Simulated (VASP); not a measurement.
# Pt: single point with r2SCAN

Crystal: Pt.

```xyz
1
Lattice="0.0000 1.9706 1.9706 1.9706 0.0000 1.9706 1.9706 1.9706 0.0000" Properties=species:S:1:pos:R:3 pbc="T T T"
Pt    0.0000    0.0000    0.0000
```

| Property | Result |
| --- | --- |
| Program | VASP 6.6.1 |
| Task | single point |
| Functional | r2SCAN |
| Potentials or basis | VASP PAW PBE potentials, release 64 (Pt) |
| Cutoff | 520 eV |
| k mesh | 14 × 14 × 14 |
| Occupations | fermi-dirac, width 0.6 eV |
| Spin | no spin polarisation |
| Dipole correction | no |
| Further INCAR settings | ALGO = Normal; EDIFF = 1e-06; NBANDS = 11 |

| Property | Result |
| --- | --- |
| Pressure | 6.8 GPa |
| Band gap on the k mesh | zero (band 5 reaches 11.25 eV, above the bottom of band 6 at 8.93 eV) |

Levels at points of the mesh, in eV from the Fermi level:
| k point | band 2 | band 3 | band 4 | band 5 | band 6 | band 7 | band 8 | band 9 |
| --- | --- | --- | --- | --- | --- | --- | --- | --- |
| (0.00, 0.00, 0.00) | -4.12 | -4.12 | -4.12 | -2.00 | -2.00 | 15.23 | 20.30 | 20.30 |
| (0.50, 0.00, 0.00) | -4.21 | -4.21 | -0.55 | -0.27 | -0.27 | 5.75 | 14.85 | 19.56 |
| (0.50, 0.50, 0.00) | -7.00 | -0.35 | 0.21 | 0.21 | 1.68 | 8.89 | 11.68 | 11.68 |

It took 2.8 min on 1 thread of AMD EPYC 9R45, on a shared host, peak memory 0.13 GiB.

Caveat: the PAW data sets were made with another functional, which shifts forces and pressure a little; spin-orbit coupling is left out, which moves the levels of the heavy elements.
